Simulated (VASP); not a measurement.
Set up this calculation in VASP 6.6.1, as the native input.

* Task: single point
* Functional: PBE
* Potentials or basis: VASP PAW PBE potentials, release 64 (Ti_sv, Al, N)
* Cutoff: 520 eV
* k mesh: 14 × 14 × 6
* Occupations: gaussian, width 0.1 eV
* Spin: no spin polarisation
* Dipole correction: no
* k mesh for the DOS: 21 × 21 × 9
* Occupations for the DOS: tetrahedron
* Further INCAR settings: ALGO = Normal; EDIFF = 1e-07

The system is TiAl3N4.

```xyz
8
Lattice="2.9057 0.0000 0.0000 0.0000 2.9057 0.0000 0.0000 0.0000 8.3562" Properties=species:S:1:pos:R:3 pbc="T T T"
Ti    1.4528    1.4528    4.1781
Al    0.0000    0.0000    6.3197
Al    1.4528    1.4528    0.0000
Al    0.0000    0.0000    2.0365
N     0.0000    0.0000    0.0000
N     1.4528    1.4528    2.0132
N     0.0000    0.0000    4.1781
N     1.4528    1.4528    6.3430
```

These files were run (other wordings do the same):

POSCAR

```
TiAl3N4
1.0
    2.9056534913      0.0000000000      0.0000000000
    0.0000000000      2.9056534913      0.0000000000
    0.0000000000      0.0000000000      8.3562018220
Ti Al N
1 3 4
Direct
    0.5000000000      0.5000000000      0.5000000000
    0.0000000000      0.0000000000      0.7562906369
    0.5000000000      0.5000000000      0.0000000000
    0.0000000000      0.0000000000      0.2437093631
    0.0000000000      0.0000000000      0.0000000000
    0.5000000000      0.5000000000      0.2409181868
    0.0000000000      0.0000000000      0.5000000000
    0.5000000000      0.5000000000      0.7590818132
```

INCAR.step1

```
SYSTEM = TiAl3N4
PREC = Accurate
ENCUT = 520
EDIFF = 1E-7
ISMEAR = 0
SIGMA = 0.1
LREAL = .FALSE.
LASPH = .TRUE.
NELM = 100
ALGO = Normal
ISIF = 2
LWAVE = .FALSE.
LCHARG = .TRUE.
LMAXMIX = 4
GGA = PE
NBANDS = 30
```

KPOINTS.step1

```
Automatic mesh
0
G
  14 14 6
  0 0 0
```

INCAR.step2

```
SYSTEM = TiAl3N4
PREC = Accurate
ENCUT = 520
EDIFF = 1E-7
ISMEAR = -5
SIGMA = 0.1
LREAL = .FALSE.
LASPH = .TRUE.
NELM = 100
ALGO = Normal
ISIF = 2
LWAVE = .FALSE.
LCHARG = .FALSE.
LMAXMIX = 4
GGA = PE
LORBIT = 10
NEDOS = 1001
ICHARG = 11
```

KPOINTS.step2

```
Automatic mesh
0
G
  21 21 9
  0 0 0
```

Potentials or basis: VASP PAW PBE potentials, release 64 (Ti_sv, Al, N).

Command:

```bash
$ cat potpaw_PBE.64/Ti_sv/POTCAR potpaw_PBE.64/Al/POTCAR potpaw_PBE.64/N/POTCAR > POTCAR
$ cp INCAR.step1 INCAR
$ cp KPOINTS.step1 KPOINTS
$ mpirun -np 1 vasp_std > vasp.out
$ cp INCAR.step2 INCAR
$ cp KPOINTS.step2 KPOINTS
$ mpirun -np 1 vasp_std > vasp.out
```

It gave:

```
Valence electrons inside the program's atomic spheres : Ti 10.46; Al 0.68, 0.71 (each value once); N 3.84, 3.82, 3.80 (each value once)
```

Wall time 10 min on 1 thread of Intel(R) Xeon(R) Platinum 8259CL CPU @ 2.50GHz (Skylake/Cascade Lake), on a shared host, peak memory 0.59 GiB.
